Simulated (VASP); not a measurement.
Runs of VASP 6.6.1 on Ba. The structure is that of space group P6_3/mmc (No. 194), or close to it. The cells are those of the table. This isn't the form of Ba at room conditions, which is bcc.

```tsv
cell	k mesh	gap on the mesh (eV)	pressure (GPa)
a = 4.298, b = 4.298, c = 13.993 Å, angles 90.0, 90.0, 120.0°, 4 atoms	10 × 10 × 3	none	-0.3
a = 4.126, b = 4.126, c = 13.433 Å, angles 90.0, 90.0, 120.0°, 4 atoms	10 × 10 × 3	none	(a)
a = 4.185, b = 4.185, c = 13.625 Å, angles 90.0, 90.0, 120.0°, 4 atoms	10 × 10 × 3	none	0.5
a = 4.242, b = 4.242, c = 13.811 Å, angles 90.0, 90.0, 120.0°, 4 atoms	10 × 10 × 3	none	0.1
a = 4.065, b = 4.065, c = 13.235 Å, angles 90.0, 90.0, 120.0°, 4 atoms	10 × 10 × 3	none	1.5
a = 4.242, b = 4.242, c = 13.811 Å, angles 90.0, 90.0, 120.0°, 4 atoms	8 × 8 × 3	none	0.1
```

Alike in all rows: task single point; level LDA; potentials or basis VASP PAW LDA potentials, release 64 (Ba_sv); no spin polarisation; cutoff (eV) 520; smearing fermi-dirac 0.1 eV.

Estimate the missing entries.

(a) 1.0.

Caveats: spin-orbit coupling is left out, which moves the levels of the heavy elements.

A k mesh can miss the band edges, and the runs leave out spin-orbit coupling on Ba.

A gap of «none» marks levels without a gap at the run's occupations.
